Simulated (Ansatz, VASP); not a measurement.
# Two plane-wave programs on ZnS

```
Zn S
1.0
     0.00000    2.67826    2.67826
     2.67826    0.00000    2.67826
     2.67826    2.67826    0.00000
Zn S
1 1
Direct
  0.00000 0.00000 0.00000
  0.75000 0.75000 0.75000
```

Alike in both runs: task relaxation of cell and atoms; functional PBEsol; k mesh 10 × 10 × 10; no spin polarisation.

|  | VASP | Ansatz |
| --- | --- | --- |
| version | VASP 6.6.1 | Ansatz 0.2.0 |
| potentials or method | VASP PAW PBE potentials, release 64 (Zn, S), cutoff 600 eV | scalar-relativistic, plane waves, PAW |
| occupations | gaussian, width 0.01 eV | fixed |
| valence electrons in the cell | 18 | 18 |

```csv
,VASP,Ansatz,Ansatz less VASP
"gap on the k mesh at the Fermi level, each at its own relaxed structure (eV)",2.08,2.09,+0.003
relaxed volume (Å³/atom),19.26,19.21,-0.047
relaxed cell length with the largest relative difference (Å),3.791,3.788,-0.0031
```

VASP's potentials were made for PBE, not for PBEsol.
